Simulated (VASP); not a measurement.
Runs of VASP 6.6.1 on Pt. The structure is that of space group Fm-3m (No. 225), or close to it. The cells are those of the table. 

| spin | cell | k mesh | cutoff (eV) | gap on the mesh (eV) | pressure (GPa) |
| --- | --- | --- | --- | --- | --- |
| off | a = 2.817 Å, angles 60.0°, 1 atom | 18 × 18 × 18 | 520 | none | -13.1 |
| off | a = 2.798 Å, angles 60.0°, 1 atom | 18 × 18 × 18 | 520 | none | (c) |
| off | a = 2.681 Å, angles 60.0°, 1 atom | 18 × 18 × 18 | 520 | none | 36.5 |
| off | a = 2.825 Å, angles 60.0°, 1 atom | 18 × 18 × 18 | 520 | none | (b) |
| off | a = 2.860 Å, angles 60.0°, 1 atom | 18 × 18 × 18 | 520 | none | (a) |
| collinear, zero start | a = 2.814, b = 2.688, c = 2.776 Å, angles 59.5, 58.8, 58.3°, 1 atom | 16 × 16 × 16 | 500 | none | 12.7 |
| off | a = 2.876 Å, angles 60.0°, 1 atom | 18 × 18 × 18 | 520 | none | -24.1 |
| off | a = 2.896 Å, angles 60.0°, 1 atom | 18 × 18 × 18 | 520 | none | -26.9 |

Alike in all rows: task single point; level PBEsol; potentials or basis VASP PAW PBE potentials, release 64 (Pt); smearing gaussian 0.1 eV.

Fill in the values left out.

(a) -21.5; (b) -14.7; (c) -8.3.

Caveats: the PAW data sets were made with another functional, which shifts forces and pressure a little; spin-orbit coupling is left out, which moves the levels of the heavy elements.

A k mesh can miss the band edges, and the runs leave out spin-orbit coupling on Pt.

A gap of «none» marks levels without a gap at the run's occupations.
